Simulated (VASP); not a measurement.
# DyGaH4 (P6/mmm) in VASP: a series of runs

DyGaH4 is run at these levels: PBE; tasks: single point, relaxation of cell and atoms.

Program: VASP 6.6.1. These are calculated values, not measurements. Logs are shortened: lines on timing, memory, paths and dates and some standing lists are left out, and cuts for length are marked.

### 1 The cell of the first run

Symmetry: P6/mmm, No. 191, hexagonal system. The conventional cell has a = 3.152 Å, b = 3.152 Å, c = 5.568 Å, α = 90.00°, β = 90.00°, γ = 120.00°. Within 3.4 Å of Dy (site symmetry 6/mmm) lie 12 H at 2.55 Å and 2 Ga at 2.78 Å and 6 Dy at 3.15 Å. Within 2.8 Å of Ga (site symmetry 6/mmm) lie 12 H at 2.08 Å and 2 Dy at 2.78 Å. Within 2.4 Å of H (site symmetry 3m) lie 4 H at 1.82 to 2.00 Å and 3 Ga at 2.08 Å.

The cell was generated, and may not be a known phase.

### 2 Single point, PBE

The input, INCAR:

```
SYSTEM = DyGaH4
PREC     = Accurate       ! precision mode
ENCUT    = 500            ! plane-wave cutoff, eV
EDIFF    = 1E-6           ! SCF threshold, eV
ISMEAR   = 0              ! smearing method
SIGMA    = 0.1            ! smearing width, eV
LREAL    = .False.        ! projectors in reciprocal space
LASPH    = .True.         ! aspherical terms in the spheres
NELM     = 200            ! most SCF steps
ALGO     = Normal         ! electronic algorithm
ISIF     = 2              ! what is computed and relaxed
LWAVE    = .False.        ! write WAVECAR
LCHARG   = .False.        ! write CHGCAR
GGA      = PE             ! functional
NBANDS   = 22             ! bands
GGA_COMPAT= .False.      
LMAXMIX  = 6              ! l up to which the mixer works
```

The input, KPOINTS:

```
regular mesh
0
Gamma
  6 6 4
  0 0 0
```

The input, POSCAR:

```
DyGaH4
1.0
    3.1515131500      0.0000000000      0.0000000000
   -1.5757565800      2.7292904500      0.0000000000
    0.0000000000      0.0000000000      5.5681954900
Dy Ga H
1 1 4
Direct
    0.0000000000      0.0000000000      0.5000000000
    0.0000000000      0.0000000000      0.0000000000
    0.3333333300      0.6666666700      0.1794886000
    0.6666666700      0.3333333300      0.1794886000
    0.6666666700      0.3333333300      0.8205114000
    0.3333333300      0.6666666700      0.8205114000
```

Potentials or basis: VASP PAW PBE potentials, release 64 (Dy_3, Ga_d, H), 4f in core.

Launch:

```bash
$ cat potpaw_PBE.64/Dy_3/POTCAR potpaw_PBE.64/Ga_d/POTCAR potpaw_PBE.64/H/POTCAR > POTCAR
$ mpirun -np 1 vasp_std > vasp.out
```

OUTCAR:

```text
SYSTEM = DyGaH4
   PREC = Accurate
   ENCUT = 500
   EDIFF = 1E-6
   ISMEAR = 0
   LREAL = .False.
   LASPH = .True.
   NELM = 200
   ISIF = 2
   GGA = PE

 ion  position               nearest neighbor table
   1  0.000  0.000  0.500-   2 2.78   2 2.78
   2  0.000  0.000  0.000-   1 2.78   1 2.78
   3  0.333  0.667  0.179-
   4  0.667  0.333  0.179-
   5  0.667  0.333  0.821-
   6  0.333  0.667  0.821-

  LATTYP: Found a hexagonal cell.
 ALAT       =     3.1515131500
 C/A-ratio  =     1.7668323834

  Lattice vectors:

 A1 = (   3.1515131500,   0.0000000000,   0.0000000000)
 A2 = (  -1.5757565800,   2.7292904500,   0.0000000000)
 A3 = (   0.0000000000,   0.0000000000,   5.5681954900)

Analysis of symmetry for initial positions (statically):
=====================================================================
 Subroutine PRICEL returns:
 Original cell was already a primitive cell.

 Routine SETGRP: Setting up the symmetry group for a
 hexagonal supercell.

 Subroutine GETGRP returns: Found 24 space group operations
 (whereof 24 operations were pure point group operations)
 out of a pool of 24 trial point group operations.

The static configuration has the point symmetry D_6h.

Analysis of symmetry for dynamics (positions and initial velocities):
=====================================================================
 Subroutine PRICEL returns:
 Original cell was already a primitive cell.

 Routine SETGRP: Setting up the symmetry group for a
 hexagonal supercell.

 Subroutine GETGRP returns: Found 24 space group operations
 (whereof 24 operations were pure point group operations)
 out of a pool of 24 trial point group operations.

The dynamic configuration has the point symmetry D_6h.

 Subroutine INISYM returns: Found 24 space group operations
 (whereof 24 operations are pure point group operations),
 and found     1 'primitive' translations

----------------------------------------------------------------------------------------

                                     Primitive cell

  volume of cell :      47.8942

  direct lattice vectors                    reciprocal lattice vectors
     3.151513150  0.000000000  0.000000000     0.317307894  0.183197798  0.000000000
    -1.575756580  2.729290450  0.000000000     0.000000000  0.366395596  0.000000000
     0.000000000  0.000000000  5.568195490     0.000000000  0.000000000  0.179591396

  length of vectors
     3.151513150  3.151513154  5.568195490     0.366395596  0.366395596  0.179591396

  position of ions in fractional coordinates (direct lattice)
     0.000000000  0.000000000  0.500000000
     0.000000000  0.000000000  0.000000000
     0.333333330  0.666666670  0.179488600
     0.666666670  0.333333330  0.179488600
     0.666666670  0.333333330  0.820511400
     0.333333330  0.666666670  0.820511400

  ion indices of the primitive-cell ions
   primitive index   ion index
                 1           1
                 2           2
                 3           3
                 4           4
                 5           5
                 6           6

----------------------------------------------------------------------------------------

 KPOINTS: regular mesh

Automatic generation of k-mesh.
 Grid dimensions read from file:
 generate k-points for:    6    6    4

 Generating k-lattice:

  Cartesian coordinates                     Fractional coordinates (reciprocal lattice)
     0.052884649  0.030532966  0.000000000     0.166666667  0.000000000  0.000000000
     0.000000000  0.061065933  0.000000000     0.000000000  0.166666667  0.000000000
     0.000000000  0.000000000  0.044897849     0.000000000  0.000000000  0.250000000

  Length of vectors
     0.061065933  0.061065933  0.044897849

  Shift w.r.t. Gamma in fractional coordinates (k-lattice)
     0.000000000  0.000000000  0.000000000

 Subroutine IBZKPT returns following result:
 ===========================================

 Found     21 irreducible k-points:

 Following reciprocal coordinates:
            Coordinates               Weight
  0.000000  0.000000  0.000000      1.000000
  0.166667  0.000000  0.000000      6.000000
  0.333333  0.000000  0.000000      6.000000
  0.500000  0.000000  0.000000      3.000000
  0.166667  0.166667  0.000000      6.000000
  0.333333  0.166667  0.000000     12.000000
[... 13 lines left out ...]
  0.333333  0.166667  0.500000     12.000000
  0.333333  0.333333  0.500000      2.000000
   k-points           NKPTS =     21   k-points in BZ     NKDIM =     21   number of bands    NBANDS=     22
   number of dos      NEDOS =    301   number of ions     NIONS =      6
   total plane-waves  NPLWV =  24192
   dimension x,y,z NGX =    24 NGY =   24 NGZ =   42
   dimension x,y,z NGXF=    48 NGYF=   48 NGZF=   84
   ions per type =               1   1   4
   NGX,Y,Z   is equivalent  to a cutoff of  12.66, 12.66, 12.54 a.u.
   NGXF,Y,Z  is equivalent  to a cutoff of  25.32, 25.32, 25.08 a.u.
 SYSTEM =  DyGaH4
   PREC   = accura    normal or accurate (medium, high low for compatibility)
   ISTART =      0    job   : 0-new  1-cont  2-samecut
   ICHARG =      2    charge: 1-file 2-atom 10-const
   ISPIN  =      1    spin polarized calculation?
   LNONCOLLINEAR =      F non collinear calculations
   LSORBIT =      F    spin-orbit coupling
   LASPH  =      T    aspherical Exc in radial PAW
   ENCUT  =  500.0 eV  36.75 Ry    6.06 a.u.   5.75  5.75 10.15*2*pi/ulx,y,z
   NELM   =    200;   NELMIN=  2; NELMDL= -5     # of ELM steps
   EDIFF  = 0.1E-05   stopping-criterion for ELM
   LREAL  =      F    real-space projection
   EDIFFG = 0.1E-04   stopping-criterion for IOM
   NSW    =      0    number of steps for IOM
   IBRION =     -1    ionic relax: 0-MD 1-quasi-New 2-CG
   NFREE  =      0    steps in history (QN), initial steepest desc. (CG)
   ISIF   =      2    stress and relaxation
   ISYM   =      2    0-nonsym 1-usesym 2-fastsym
   POTIM  = 0.5000    time-step for ionic-motion
   TEBEG  =    0.0;   TEEND  =   0.0 temperature during run
   PSTRESS=    0.0 pullay stress
   NELECT =      26.0000    total number of electrons
   NUPDOWN=      -1.0000    fix difference up-down
   EMIN   =  10.00;   EMAX   =-10.00  energy-range for DOS
   EFERMI =   0.00;   METHOD = LEGACY
   ISMEAR =     0;   SIGMA  =   0.10  broadening in eV -4-tet -1-fermi 0-gaus
   EFERMI_NEDOS =   21; number of points for ismear=-14 and -15
   IALGO  =     38    algorithm
   IMIX   =      4    mixing-type and parameters
     AMIX     =   0.40;   BMIX     =  1.00
     AMIX_MAG =   1.60;   BMIX_MAG =  1.00
  volume/ion in A,a.u.               =       7.98        53.87
  Fermi-wavevector in a.u.,A,eV,Ry     =   1.335482  2.523696 24.266170  1.783513
  Thomas-Fermi vector in A             =   2.464183
   LORBIT       =      0    0 simple, 1 ext, 2 COOP (PROOUT), +10 PAW based schemes
   GGA     = PE    functional components
   LHFCALC =     F    Hartree Fock is set to
   AEXX    =    0.0000 exact exchange contribution
   IVDW    =     0    specifies the selected vdW correction
   LEPSILON=     F    determine dielectric tensor
   LRPA    =     F    only Hartree local field effects (RPA)
 non-spin polarized calculation
 Gauss-broadening in eV      SIGMA  =   0.10
  energy-cutoff  :      500.00
  volume of cell :       47.89
 maximum number of plane-waves:      1228
 NGX is ok and might be reduce to    24
   NGX = 11   NGY = 11   NGZ = 21

 number of electron      26.0000005 magnetization

 Free energy of the ion-electron system (eV)
  ---------------------------------------------------
  ext. energy  EPLUGINS =         0.00000000
  ---------------------------------------------------
  free energy    TOTEN  =       -18.14383451 eV

  energy without entropy =      -18.13461281  energy(sigma->0) =      -18.13922366

 E-fermi :   5.9375     XC(G=0): -11.6488

 val. band max:        5.9283137971   @ k =   0.1667   0.1667   0.0000
 cond. band min:       5.9536822846   @ k =   0.3333   0.3333   0.2500
 fundamental gap:      0.0253684875
 Fermi energy:         5.9375021265

 k-point     1 :       0.0000    0.0000    0.0000
  band No.  band energies     occupation
      1     -17.5886      2.00000
      2     -16.6135      2.00000
      3     -16.6135      2.00000
      4      -9.5420      2.00000
      5      -9.4534      2.00000
      6      -9.4534      2.00000
[... 14 lines left out ...]
     21      13.1730      0.00000
     22      14.2302      0.00000

 k-point     2 :       0.1667    0.0000    0.0000
  band No.  band energies     occupation
      1     -17.5111      2.00000
      2     -17.0315      2.00000
      3     -16.7022      2.00000
      4      -9.5164      2.00000
      5      -9.4663      2.00000
      6      -9.4141      2.00000
[... 14 lines left out ...]
     21      15.3598      0.00000
     22      15.7619      0.00000

 k-point     3 :       0.3333    0.0000    0.0000
  band No.  band energies     occupation
      1     -17.7869      2.00000
      2     -17.3519      2.00000
      3     -16.8746      2.00000
      4      -9.5674      2.00000
      5      -9.5023      2.00000
      6      -9.4164      2.00000
[... 14 lines left out ...]
     21      12.9779      0.00000
     22      17.1000      0.00000

 k-point     4 :       0.5000    0.0000    0.0000
  band No.  band energies     occupation
      1     -18.1330      2.00000
      2     -17.2702      2.00000
      3     -16.9584      2.00000
      4      -9.6023      2.00000
      5      -9.5481      2.00000
      6      -9.3901      2.00000
[... 14 lines left out ...]
     21      14.0622      0.00000
     22      17.3253      0.00000

 k-point     5 :       0.1667    0.1667    0.0000
  band No.  band energies     occupation
      1     -17.5331      2.00000
      2     -17.3924      2.00000
      3     -16.9160      2.00000
      4      -9.5036      2.00000
      5      -9.4719      2.00000
      6      -9.4687      2.00000
[... 14 lines left out ...]
     21      13.7335      0.00000
     22      15.9929      0.00000

 k-point     6 :       0.3333    0.1667    0.0000
  band No.  band energies     occupation
      1     -17.9503      2.00000
      2     -17.2709      2.00000
      3     -17.1770      2.00000
      4      -9.5416      2.00000
      5      -9.5196      2.00000
      6      -9.4088      2.00000
[... 14 lines left out ...]
     21      14.1589      0.00000
     22      16.6895      0.00000

 k-point     7 :       0.3333    0.3333    0.0000
  band No.  band energies     occupation
      1     -17.6880      2.00000
      2     -17.6880      2.00000
      3     -17.2304      2.00000
      4      -9.4750      2.00000
      5      -9.4750      2.00000
      6      -9.4408      2.00000
[... 249 lines left out ...]
      6      -9.3689      2.00000
[... 14 lines left out ...]
     21      14.2177      0.00000
     22      16.8204      0.00000

 k-point    18 :       0.5000    0.0000    0.5000
  band No.  band energies     occupation
      1     -18.1323      2.00000
      2     -17.2965      2.00000
      3     -16.9590      2.00000
      4      -9.6010      2.00000
      5      -9.5293      2.00000
      6      -9.3753      2.00000
[... 14 lines left out ...]
     21      15.2666      0.00000
     22      15.3922      0.00000

 k-point    19 :       0.1667    0.1667    0.5000
  band No.  band energies     occupation
      1     -17.5324      2.00000
      2     -17.4239      2.00000
      3     -16.9166      2.00000
      4      -9.5036      2.00000
      5      -9.4603      2.00000
      6      -9.4465      2.00000
[... 14 lines left out ...]
     21      13.3415      0.00000
     22      16.5610      0.00000

 k-point    20 :       0.3333    0.1667    0.5000
  band No.  band energies     occupation
      1     -17.9497      2.00000
      2     -17.2973      2.00000
      3     -17.1774      2.00000
      4      -9.5408      2.00000
      5      -9.5044      2.00000
      6      -9.4006      2.00000
[... 14 lines left out ...]
     21      15.6964      0.00000
     22      16.0667      0.00000

 k-point    21 :       0.3333    0.3333    0.5000
  band No.  band energies     occupation
      1     -17.6878      2.00000
      2     -17.6878      2.00000
      3     -17.2552      2.00000
      4      -9.4635      2.00000
      5      -9.4635      2.00000
      6      -9.4422      2.00000
[... 14 lines left out ...]
     21      15.5317      0.00000
     22      19.4281      0.00000

------------------------ aborting loop because EDIFF is reached ----------------------------------------

  FORCE on cell =-STRESS in cart. coord.  units (eV):
  Direction    XX          YY          ZZ          XY          YZ          ZX
  --------------------------------------------------------------------------------------
  -------------------------------------------------------------------------------------
  Total        8.2179614      8.2179614     -0.8718519     -0.0000000      0.0000000      0.0000000
  in kB      274.9105001    274.9105005    -29.1655353     -0.0000005      0.0000000      0.0000000
  external PRESSURE =     173.5518218 kB  Pullay stress =       0.0000000 kB

 VOLUME and BASIS-vectors are now :
 -----------------------------------------------------------------------------
  energy-cutoff  :      500.00
  volume of cell :       47.89
      direct lattice vectors                 reciprocal lattice vectors
     3.151513150  0.000000000  0.000000000     0.317307894  0.183197798  0.000000000
    -1.575756580  2.729290450  0.000000000     0.000000000  0.366395596  0.000000000
     0.000000000  0.000000000  5.568195490     0.000000000  0.000000000  0.179591396

 POSITION                                       TOTAL-FORCE (eV/Angst)
 -----------------------------------------------------------------------------------
      0.00000      0.00000      2.78410        -0.000000      0.000000      0.000000
      0.00000      0.00000      0.00000        -0.000000      0.000000      0.000000
     -0.00000      1.81953      0.99943         0.000000      0.000000      1.154753
      1.57576      0.90976      0.99943        -0.000000      0.000000      1.154753
      1.57576      0.90976      4.56877         0.000000     -0.000000     -1.154753
     -0.00000      1.81953      4.56877         0.000000     -0.000000     -1.154753
 -----------------------------------------------------------------------------------
    total drift:                                0.000000      0.000000     -0.000000

  FREE ENERGIE OF THE ION-ELECTRON SYSTEM (eV)
  ---------------------------------------------------
  free  energy   TOTEN  =       -18.1438345077 eV

  energy  without entropy=      -18.1346128053  energy(sigma->0) =      -18.13922366
```

Run time: 12 s. Hardware: 1 thread of Intel Xeon 6975P-C (Granite Rapids), shared host; peak memory 0.18 GiB.

What came out:

```
Free energy            : -18.1438 eV
Pressure               : 17.4 GPa
Largest force          : 1.155 eV/Å
Band gap on the k mesh : zero (bands 13 and 14 overlap by 3.43 eV)
```

Forces on the atoms (eV/Å):
```
Dy   0.000  0.000  0.000
Ga   0.000  0.000  0.000
H    0.000  0.000  1.155
H    0.000  0.000  1.155
H    0.000  0.000 -1.155
H    0.000  0.000 -1.155
```

Stress tensor (GPa, compression positive):
```
27.49  0.00  0.00
 0.00 27.49  0.00
 0.00  0.00 -2.92
```

Levels at points of the mesh, in eV from the Fermi level:
| k point | band 9 | band 10 | band 11 | band 12 | band 13 | band 14 | band 15 | band 16 | band 17 | band 18 |
| --- | --- | --- | --- | --- | --- | --- | --- | --- | --- | --- |
| (0.00, 0.00, 0.00) | -13.34 | -7.84 | -3.77 | 1.43 | 2.00 | 2.00 | 2.59 | 4.08 | 5.09 | 5.09 |
| (0.50, 0.00, 0.00) | -8.71 | -7.77 | -5.68 | -2.59 | -2.50 | 1.79 | 3.14 | 3.31 | 3.69 | 4.78 |
| (0.00, 0.00, 0.50) | -12.61 | -9.43 | -2.44 | 1.64 | 2.02 | 2.03 | 2.03 | 3.61 | 4.30 | 4.30 |
| (0.50, 0.00, 0.50) | -9.19 | -7.04 | -4.68 | -4.34 | -1.13 | 0.73 | 0.75 | 1.63 | 4.06 | 6.48 |

Caveat: the k points lie up to 0.38 Å⁻¹ apart, too coarse for converged energies and pressures of a metal; spin-orbit coupling is left out, which moves the levels of the heavy elements; the 4f electrons are frozen in the core, so they carry no moment and show no levels; forces of over 1 eV/Å act on the atoms, so gaps and moduli don't describe the material at rest. Spin polarisation is off, so any magnetic state and its effect on volume and gap are missing.

(Part 1 of 2 ends here.)

The gap in the log of VASP goes by the Fermi energy; the results here count the filled bands.